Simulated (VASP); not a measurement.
Input of a VASP 6.6.1 run:

Contents of INCAR:

```
SYSTEM = HfO3
PREC = Accurate
ENCUT = 520
EDIFF = 1E-6
ISMEAR = 0
SIGMA = 0.1
LREAL = .False.
LASPH = .True.
NELM = 80
ALGO = Normal
ISIF = 2
LWAVE = .False.
LCHARG = .False.
GGA = PE
NBANDS = 22
```

Contents of KPOINTS:

```
Automatic mesh
0
Gamma
  6 6 6
  0 0 0
```

The input POSCAR:

```
HfO3
1.0
    3.3238777310      0.0000000000      0.0000000000
    0.0000000000      3.3238777310      0.0000000000
    0.0000000000      0.0000000000      3.3230301256
Hf O
1 3
Direct
    0.0000000000      0.0000000000      0.0000000000
    0.0000000000      0.5000000000      0.5000000000
    0.5000000000      0.0000000000      0.5000000000
    0.5000000000      0.5000000000      0.0000000000
```

Potentials or basis: VASP PAW PBE potentials, release 64 (Hf_pv, O).

Launch:

```bash
$ cat potpaw_PBE.64/Hf_pv/POTCAR potpaw_PBE.64/O/POTCAR > POTCAR
$ mpirun -np 1 vasp_std > vasp.out
```

Problem. Predict the pressure.

Solution. -3.3 GPa.

Problem. What does it give for the band gap on the k mesh?

Solution. Zero (band 14 reaches 6.15 eV, above the bottom of band 15 at 5.05 eV).

Caveat: spin-orbit coupling is left out, which moves the levels of the heavy elements.
